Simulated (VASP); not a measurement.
Input of a VASP 6.6.1 run:

File INCAR:

```
ALGO = Normal
EDIFF = 1E-6
ENCUT = 520
GGA = PE
ISIF = 2
ISMEAR = -1
LASPH = True
LCHARG = False
LREAL = False
LWAVE = False
NBANDS = 26
NELM = 100
PREC = Accurate
SIGMA = 0.05
```

Contents of KPOINTS:

```
k-points
0
Gamma
  10 10 3
```

The input POSCAR:

```
C
1.0
    2.5725420000      0.0000000000      0.0000000000
   -1.2862710000      2.2278867243      0.0000000000
    0.0000000000      0.0000000000      8.2371000000
C
8
Direct
    0.6666666667      0.3333333333      0.8446527160
    0.3333333333      0.6666666667      0.3446527160
    0.6666666667      0.3333333333      0.6553472840
    0.3333333333      0.6666666667      0.1553472840
    0.0000000000      0.0000000000      0.9070142157
    0.0000000000      0.0000000000      0.4070142157
    0.0000000000      0.0000000000      0.5929857843
    0.0000000000      0.0000000000      0.0929857843
```

Potentials or basis: VASP PAW PBE potentials, release 64 (C).

Command:

```sh
$ cat potpaw_PBE.64/C/POTCAR > POTCAR
$ mpirun -np 1 vasp_std > vasp.out
```

Task: Estimate the pressure.

Result: -13.1 GPa.

Task: What does it give for the largest force?

Result: 0.014 eV/Å.

Task: Estimate the band gap on the k mesh.

Result: 4.13 eV (least direct gap 4.91 eV).

Forces on the atoms (eV/Å):
```
C    0.000  0.000  0.009
C    0.000  0.000  0.009
C    0.000  0.000 -0.009
C    0.000  0.000 -0.009
C    0.000  0.000 -0.014
C    0.000  0.000 -0.014
C    0.000  0.000  0.014
C    0.000  0.000  0.014
```

Caveat: the cell stands under tension; an odd mesh through Γ misses points on the zone boundary, where band edges can lie.
